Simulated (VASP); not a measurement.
# Hf3Ta2O (Fmmm) in VASP: relaxation of cell and atoms with PBE

Aim: the relaxation of cell and atoms of Hf3Ta2O with PBE.

All numbers are computed with VASP 6.6.1; they aren't measurements. Logs are shortened: lines on timing, memory, paths and dates and some standing lists are left out, and cuts for length are marked.

### Step 1. The cell of the first run

Symmetry: Fmmm, No. 69, orthorhombic system. The conventional cell has a = 6.835 Å, b = 7.460 Å, c = 9.654 Å, α = 90.00°, β = 90.00°, γ = 90.00°. Hf (site symmetry 2/m) has 6 Hf at 2.96 to 3.73 Å and 2 O at 2.96 Å and 4 Ta at 3.05 Å within 3.9 Å. Within 3.5 Å of Hf (site symmetry mmm) lie 4 Ta at 2.53 Å and 4 Hf at 2.96 Å and 2 O at 3.42 Å. Within 3.5 Å of Ta (site symmetry 2/m) lie 6 Hf at 2.53 to 3.05 Å and 2 O at 2.53 Å and 2 Ta at 3.42 Å. Within 3.5 Å of O (site symmetry mmm) lie 4 Ta at 2.53 Å and 6 Hf at 2.96 to 3.42 Å.

The cell was built from a structure type or drawn by symmetry, and may not be a known phase.

### Step 2. Relaxation of cell and atoms, PBE

Input file INCAR:

```
SYSTEM = Hf3Ta2O
PREC = Accurate
ENCUT = 600
EDIFF = 1E-7
ISMEAR = 0
SIGMA = 0.1
LREAL = .False.
LASPH = .True.
NELM = 60
ALGO = Normal
ISIF = 3
LWAVE = .False.
LCHARG = .False.
GGA = PE
IBRION = 2
NSW = 100
EDIFFG = -0.01
```

Input file KPOINTS:

```
Automatic mesh
0
Gamma
  8 8 8
  0 0 0
```

Input file POSCAR:

```
Hf3Ta2O
1.0
    0.0000000000      3.7301836254      4.8270637860
    3.4174744911      0.0000000000      4.8270637860
    3.4174744911      3.7301836254      0.0000000000
Hf Ta O
3 2 1
Direct
    0.5000000000      0.0000000000      0.5000000000
    0.0000000000      0.5000000000      0.0000000000
    0.5000000000      0.5000000000      0.5000000000
    0.5000000000      0.5000000000      0.0000000000
    0.0000000000      0.0000000000      0.5000000000
    0.0000000000      0.0000000000      0.0000000000
```

Potentials or basis: VASP PAW PBE potentials, release 64 (Hf_pv, Ta_pv, O).

Command:

```sh
> cat potpaw_PBE.64/Hf_pv/POTCAR potpaw_PBE.64/Ta_pv/POTCAR potpaw_PBE.64/O/POTCAR > POTCAR
> mpirun -np 1 vasp_std > vasp.out
```

OUTCAR:

```text
SYSTEM = Hf3Ta2O
   PREC = Accurate
   ENCUT = 600
   EDIFF = 1E-7
   ISMEAR = 0
   LREAL = .False.
   LASPH = .True.
   NELM = 60
   ISIF = 3
   GGA = PE
   IBRION = 2
   NSW = 100
   EDIFFG = -0.01

 ion  position               nearest neighbor table
   1  0.500  0.000  0.500-   3 2.96   3 2.96   4 3.05   5 3.05   4 3.05   5 3.05   2 3.42   2 3.42
                             2 3.73   2 3.73
   2  0.000  0.500  0.000-   3 2.96   3 2.96   5 3.05   5 3.05   4 3.05   4 3.05   1 3.42   1 3.42
                             1 3.73   1 3.73
   3  0.500  0.500  0.500-   4 2.53   4 2.53   5 2.53   5 2.53   1 2.96   2 2.96   2 2.96   1 2.96

   4  0.500  0.500  0.000-   3 2.53   3 2.53   6 2.53   6 2.53   1 3.05   1 3.05   2 3.05   2 3.05
                             5 3.42   5 3.42
   5  0.000  0.000  0.500-   6 2.53   6 2.53   3 2.53   3 2.53   2 3.05   2 3.05   1 3.05   1 3.05
                             4 3.42   4 3.42
   6  0.000  0.000  0.000-   5 2.53   5 2.53   4 2.53   4 2.53

  LATTYP: Found a face centered orthorhombic cell.
 ALAT       =     6.8349489822
 B/A-ratio  =     1.0915029900
 C/A-ratio  =     1.4124651987

  Lattice vectors:

 A1 = (   0.0000000000,   3.7301836254,   4.8270637860)
 A2 = (   3.4174744911,   0.0000000000,   4.8270637860)
 A3 = (   3.4174744911,   3.7301836254,   0.0000000000)

Analysis of symmetry for initial positions (statically):
=====================================================================
 Subroutine PRICEL returns:
 Original cell was already a primitive cell.

 Routine SETGRP: Setting up the symmetry group for a
 face centered orthorhombic supercell.

 Subroutine GETGRP returns: Found  8 space group operations
 (whereof  8 operations were pure point group operations)
 out of a pool of  8 trial point group operations.

The static configuration has the point symmetry D_2h.

Analysis of symmetry for dynamics (positions and initial velocities):
=====================================================================
 Subroutine PRICEL returns:
 Original cell was already a primitive cell.

 Routine SETGRP: Setting up the symmetry group for a
 face centered orthorhombic supercell.

 Subroutine GETGRP returns: Found  8 space group operations
 (whereof  8 operations were pure point group operations)
 out of a pool of  8 trial point group operations.

The dynamic configuration has the point symmetry D_2h.

 Subroutine INISYM returns: Found  8 space group operations
 (whereof  8 operations are pure point group operations),
 and found     1 'primitive' translations

----------------------------------------------------------------------------------------

                                     Primitive cell

  volume of cell :     123.0690

  direct lattice vectors                    reciprocal lattice vectors
     0.000000000  3.730183625  4.827063786    -0.146306871  0.134041659  0.103582638
     3.417474491  0.000000000  4.827063786     0.146306871 -0.134041659  0.103582638
     3.417474491  3.730183625  0.000000000     0.146306871  0.134041659 -0.103582638

  length of vectors
     6.100394633  5.914361901  5.058992170     0.223835273  0.223835273  0.223835273

  position of ions in fractional coordinates (direct lattice)
     0.500000000  0.000000000  0.500000000
     0.000000000  0.500000000  1.000000000
     0.500000000  0.500000000  0.500000000
     0.500000000  0.500000000  1.000000000
     0.000000000  0.000000000  0.500000000
     0.000000000  0.000000000  0.000000000

  ion indices of the primitive-cell ions
   primitive index   ion index
                 1           1
                 2           2
                 3           3
                 4           4
                 5           5
                 6           6

----------------------------------------------------------------------------------------

 KPOINTS: Automatic mesh

Automatic generation of k-mesh.
 Grid dimensions read from file:
 generate k-points for:    8    8    8

 Generating k-lattice:

  Cartesian coordinates                     Fractional coordinates (reciprocal lattice)
    -0.018288359  0.016755207  0.012947830     0.125000000  0.000000000  0.000000000
     0.018288359 -0.016755207  0.012947830     0.000000000  0.125000000  0.000000000
     0.018288359  0.016755207 -0.012947830    -0.000000000 -0.000000000  0.125000000

  Length of vectors
     0.027979409  0.027979409  0.027979409

  Shift w.r.t. Gamma in fractional coordinates (k-lattice)
     0.000000000  0.000000000  0.000000000

 Subroutine IBZKPT returns following result:
 ===========================================

 Found     95 irreducible k-points:

 Following reciprocal coordinates:
            Coordinates               Weight
  0.000000  0.000000  0.000000      1.000000
  0.125000 -0.000000  0.000000      8.000000
  0.250000 -0.000000  0.000000      8.000000
  0.375000  0.000000  0.000000      8.000000
  0.500000 -0.000000  0.000000      4.000000
  0.125000  0.125000  0.000000      2.000000
[... 16 lines left out ...]
  0.250000 -0.000000  0.125000      8.000000
  0.375000  0.000000  0.125000      8.000000
 [... further k-points ...]
   k-points           NKPTS =     95   k-points in BZ     NKDIM =     95   number of bands    NBANDS=     34
   number of dos      NEDOS =    301   number of ions     NIONS =      6
   total plane-waves  NPLWV =  96000
   dimension x,y,z NGX =    50 NGY =   48 NGZ =   40
   dimension x,y,z NGXF=   100 NGYF=   96 NGZF=   80
   ions per type =               3   2   1
   NGX,Y,Z   is equivalent  to a cutoff of  13.63, 13.49, 13.14 a.u.
   NGXF,Y,Z  is equivalent  to a cutoff of  27.25, 26.98, 26.29 a.u.
 SYSTEM =  Hf3Ta2O
   PREC   = accura    normal or accurate (medium, high low for compatibility)
   ISTART =      0    job   : 0-new  1-cont  2-samecut
   ICHARG =      2    charge: 1-file 2-atom 10-const
   ISPIN  =      1    spin polarized calculation?
   LNONCOLLINEAR =      F non collinear calculations
   LSORBIT =      F    spin-orbit coupling
   LASPH  =      T    aspherical Exc in radial PAW
   ENCUT  =  600.0 eV  44.10 Ry    6.64 a.u.  12.18 11.81 10.10*2*pi/ulx,y,z
   NELM   =     60;   NELMIN=  2; NELMDL= -5     # of ELM steps
   EDIFF  = 0.1E-06   stopping-criterion for ELM
   LREAL  =      F    real-space projection
   EDIFFG = -.1E-01   stopping-criterion for IOM
   NSW    =    100    number of steps for IOM
   IBRION =      2    ionic relax: 0-MD 1-quasi-New 2-CG
   NFREE  =      1    steps in history (QN), initial steepest desc. (CG)
   ISIF   =      3    stress and relaxation
   ISYM   =      2    0-nonsym 1-usesym 2-fastsym
   POTIM  = 0.5000    time-step for ionic-motion
   TEBEG  =    0.0;   TEEND  =   0.0 temperature during run
   PSTRESS=    0.0 pullay stress
   NELECT =      58.0000    total number of electrons
   NUPDOWN=      -1.0000    fix difference up-down
   EMIN   =  10.00;   EMAX   =-10.00  energy-range for DOS
   EFERMI =   0.00;   METHOD = LEGACY
   ISMEAR =     0;   SIGMA  =   0.10  broadening in eV -4-tet -1-fermi 0-gaus
   EFERMI_NEDOS =   21; number of points for ismear=-14 and -15
   IALGO  =     38    algorithm
   IMIX   =      4    mixing-type and parameters
     AMIX     =   0.40;   BMIX     =  1.00
     AMIX_MAG =   1.60;   BMIX_MAG =  1.00
  volume/ion in A,a.u.               =      20.51       138.42
  Fermi-wavevector in a.u.,A,eV,Ry     =   1.273996  2.407503 22.083143  1.623065
  Thomas-Fermi vector in A             =   2.406788
   LORBIT       =      0    0 simple, 1 ext, 2 COOP (PROOUT), +10 PAW based schemes
   GGA     = PE    functional components
   LHFCALC =     F    Hartree Fock is set to
   AEXX    =    0.0000 exact exchange contribution
   IVDW    =     0    specifies the selected vdW correction
   LEPSILON=     F    determine dielectric tensor
   LRPA    =     F    only Hartree local field effects (RPA)
 conjugate gradient relaxation of ions
 non-spin polarized calculation
 Gauss-broadening in eV      SIGMA  =   0.10
  energy-cutoff  :      600.00
  volume of cell :      123.07
 maximum number of plane-waves:      4142
 NGX is ok and might be reduce to    50
   NGX = 25   NGY = 23   NGZ = 21

--------------------------------------- Ionic step        1  -------------------------------------------

 number of electron      58.0000003 magnetization

 Free energy of the ion-electron system (eV)
  ---------------------------------------------------
  ext. energy  EPLUGINS =         0.00000000
  ---------------------------------------------------
  free energy    TOTEN  =       -54.29538332 eV

  energy without entropy =      -54.26941122  energy(sigma->0) =      -54.28239727

------------------------ aborting loop because EDIFF is reached ----------------------------------------

  FORCE on cell =-STRESS in cart. coord.  units (eV):
  Direction    XX          YY          ZZ          XY          YZ          ZX
  --------------------------------------------------------------------------------------
  -------------------------------------------------------------------------------------
  Total        0.9687572      1.0985610     -0.9789171      0.0000000      0.0000000      0.0000000
  in kB       12.6117978     14.3016529    -12.7440650      0.0000000      0.0000000      0.0000000
  external PRESSURE =       4.7231286 kB  Pullay stress =       0.0000000 kB
[... 225 lines left out ...]
  energy  without entropy=      -54.2863036292  energy(sigma->0) =      -54.30020389

--------------------------------------- Ionic step        7  -------------------------------------------

 number of electron      58.0000004 magnetization

 Free energy of the ion-electron system (eV)
  ---------------------------------------------------
  ext. energy  EPLUGINS =         0.00000000
  ---------------------------------------------------
  free energy    TOTEN  =       -54.31417003 eV

  energy without entropy =      -54.28629084  energy(sigma->0) =      -54.30023043

 E-fermi :   4.3799     XC(G=0): -11.0619

 val. band max:        4.3783819809   @ k =   0.0000   0.5000   0.5000
 cond. band min:       4.3824060947   @ k =   0.3750  -0.2500   0.2500
 fundamental gap:      0.0040241138
 Fermi energy:         4.3799300015

 k-point     1 :       0.0000    0.0000    0.0000
  band No.  band energies     occupation
      1     -30.5084      2.00000
      2     -30.4202      2.00000
      3     -30.2936      2.00000
      4     -30.2906      2.00000
      5     -30.0615      2.00000
      6     -30.0350      2.00000
[... 877 lines left out ...]
     33       5.0875      0.00000
     34       6.0486      0.00000

 [... further k-points ...]

------------------------ aborting loop because EDIFF is reached ----------------------------------------

  FORCE on cell =-STRESS in cart. coord.  units (eV):
  Direction    XX          YY          ZZ          XY          YZ          ZX
  --------------------------------------------------------------------------------------
  -------------------------------------------------------------------------------------
  Total        0.0589151     -0.0519089     -0.0155303     -0.0000000      0.0000000      0.0000000
  in kB        0.7650082     -0.6740326     -0.2016591     -0.0000000      0.0000000      0.0000000
  external PRESSURE =      -0.0368945 kB  Pullay stress =       0.0000000 kB
[... 21 lines left out ...]
  FREE ENERGIE OF THE ION-ELECTRON SYSTEM (eV)
  ---------------------------------------------------
  free  energy   TOTEN  =       -54.3141700334 eV

  energy  without entropy=      -54.2862908352  energy(sigma->0) =      -54.30023043

 reached required accuracy - stopping structural energy minimisation
```

It took 24 min on 1 thread of Intel Xeon 6975P-C (Granite Rapids), shared host; peak memory 0.63 GiB.

Results:

| Property | Result |
| --- | --- |
| Free energy | -54.3142 eV |
| Relaxed volume | 20.56 Å³/atom |
| Relaxed cell | a = 6.057 Å, b = 5.867 Å, c = 5.110 Å, α = 66.57°, β = 62.71°, γ = 50.72° |
| Space group after relaxing (to 0.1 Å) | Fmmm (No. 69) |
| Energy gained by relaxing | 3.1 meV/atom |
| Ionic steps | 7 |
| Pressure after relaxing | 0.0 GPa |
| Band gap on the k mesh | zero (bands 29 and 30 overlap by 0.52 eV) |

The path:
| step | energy change (eV) | largest force (eV/Å) | pressure (GPa) | volume (Å³) |
| --- | --- | --- | --- | --- |
| 1 | 0.0000 | 0.0000 | 0.47 | 123.07 |
| 2 | -0.0145 | 0.0000 | -0.58 | 124.14 |
| 3 | -0.0149 | 0.0000 | -0.77 | 124.35 |
| 4 | -0.0181 | 0.0000 | 0.37 | 122.93 |
| 5 | -0.0187 | 0.0000 | 0.03 | 123.34 |
| 6 | -0.0187 | 0.0000 | 0.01 | 123.36 |
| 7 | -0.0188 | 0.0000 | 0.00 | 123.39 |

Final structure:
```
Hf Ta O
1.0
     0.00000    3.76714    4.74345
     3.45252    0.00000    4.74345
     3.45252    3.76714    0.00000
Hf Ta O
3 2 1
Direct
  0.50000 0.00000 0.50000
  0.00000 0.50000 0.00000
  0.50000 0.50000 0.50000
  0.50000 0.50000 0.00000
  0.00000 0.00000 0.50000
  0.00000 0.00000 0.00000
```

Levels at points of the mesh, in eV from the Fermi level:
| k point | band 26 | band 27 | band 28 | band 29 | band 30 | band 31 | band 32 | band 33 |
| --- | --- | --- | --- | --- | --- | --- | --- | --- |
| (0.00, 0.00, 0.00) | -1.75 | -1.63 | -1.24 | -0.25 | -0.02 | 1.35 | 1.96 | 2.36 |
| (0.50, 0.00, 0.00) | -1.14 | -0.98 | -0.42 | -0.37 | 0.12 | 0.25 | 0.50 | 0.81 |
| (0.50, 0.50, 0.00) | -0.91 | -0.77 | -0.49 | -0.36 | 0.25 | 0.47 | 0.52 | 0.57 |
| (0.50, 0.00, 0.50) | -0.56 | -0.38 | -0.37 | -0.34 | 0.58 | 0.71 | 0.80 | 0.89 |
| (0.00, 0.50, 0.50) | -0.89 | -0.83 | -0.68 | 0.00 | 0.40 | 0.54 | 0.98 | 1.22 |

Caveat: spin-orbit coupling is left out, which moves the levels of the heavy elements.
